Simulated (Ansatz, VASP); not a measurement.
# Cd in VASP and in Ansatz

Contents of INCAR:

```
PREC = Accurate
ENCUT = 520
EDIFF = 1E-6
ISMEAR = 0
SIGMA = 0.1
LREAL = F
LASPH = T
NELM = 100
ALGO = Fast
ISIF = 2
LWAVE = F
LCHARG = F
GGA = PE
NBANDS = 19
```

File KPOINTS:

```
regular mesh
0
Gamma
  14 14 6
```

Contents of POSCAR:

```
Cd
1.0
    3.0235258070      0.0014298588      0.0000000000
   -1.5105246094      2.6163163498      0.0000000000
    0.0000000000      0.0000000000      5.7845503815
Cd
2
Direct
    0.3217044314      0.6608522158      0.2500000000
    0.6782955686      0.3391477842      0.7500000000
```

Input for Ansatz:

```yaml
crystal:
  lattice:
    - [3.023525807, 0.0014298588, 0.0]
    - [-1.5105246094, 2.6163163498, 0.0]
    - [0.0, 0.0, 5.7845503815]
  atoms:
    - { symbol: Cd, position: [0.3217044314, 0.6608522158, 0.25] }
    - { symbol: Cd, position: [0.6782955686, 0.3391477842, 0.75] }
basis:
  ecutwfc: 420
kpoints:
  mp_grid: { grid: [14, 14, 6] }
hamiltonian:
  xc: pbe
scf:
  occupations: { method: gaussian, width: 0.1 }
output:
  forces: true
  stress: true
  eigenvalues: true
```

Alike in both runs: task single point; functional PBE; k mesh 14 × 14 × 6; occupations gaussian, width 0.1 eV; no spin polarisation.

|  | VASP | Ansatz |
| --- | --- | --- |
| version | VASP 6.6.1 | Ansatz 0.2.0 |
| potentials or method | VASP PAW PBE potentials, release 64 (Cd), cutoff 520 eV | scalar-relativistic, plane waves, PAW |
| valence electrons in the cell | 24 | 40 |

Ansatz gave:

| Item | Value |
| --- | --- |
| gap on the k mesh at the Fermi level (eV) | none |
| pressure (GPa) | 0.1 |
| traceless stress, the component that is largest in VASP (GPa) | 0.72 |
| rms of the force components (eV/Å) | 0.008 |

Task: Which values does VASP return?

Result: gap on the k mesh at the Fermi level (eV): none; pressure (GPa): 0.4; traceless stress, the component that is largest in VASP (GPa): 0.60; rms of the force components (eV/Å): 0.008.

Atom by atom the forces differ by 0.000 eV/Å (rms over components). A gap of «none» marks a metal or a gap that the smearing closes. The functional is the same, so the differences come from potentials, cutoffs and numerics. VASP's potentials hold 24 valence electrons a cell and Ansatz's 40, so a difference there can come from the potentials and not from the codes. Ansatz's warnings: structure snapped to symmetry.
